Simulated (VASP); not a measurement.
Here is a VASP 6.6.1 calculation.

The input INCAR:

```
SYSTEM = VSi
PREC     = Accurate       ! precision mode
ENCUT    = 520            ! plane-wave cutoff, eV
EDIFF    = 1E-7           ! SCF threshold, eV
ISMEAR   = 0              ! smearing method
SIGMA    = 0.1            ! smearing width, eV
LREAL    = .False.        ! projectors in reciprocal space
LASPH    = .True.         ! aspherical terms in the spheres
NELM     = 80             ! most SCF steps
ALGO     = Normal         ! electronic algorithm
ISIF     = 2              ! what is computed and relaxed
LWAVE    = .False.        ! write WAVECAR
LCHARG   = .False.        ! write CHGCAR
GGA      = PE             ! functional
NBANDS   = 16             ! bands
```

File KPOINTS:

```
regular mesh
0
Gamma
  22 22 14
  0 0 0
```

POSCAR

```
VSi
1.0
    2.6269177225      0.0000000000      0.0000000000
    0.0000000000      2.6269177225      0.0000000000
    0.0000000000      0.0000000000      3.7212197258
V Si
1 1
Direct
    0.5000000000      0.5000000000      0.5000000000
    0.0000000000      0.0000000000      0.0000000000
```

Potentials or basis: VASP PAW PBE potentials, release 64 (V_sv, Si).

Command:

```bash
$ cat potpaw_PBE.64/V_sv/POTCAR potpaw_PBE.64/Si/POTCAR > POTCAR
$ mpirun -np 1 vasp_std > vasp.out
```

(1) What does it give for the band gap on the k mesh?

(2) Predict the pressure.

## Answers

(1) zero (an odd number of electrons rules out a gap without spin polarisation).

(2) 0.1 GPa.
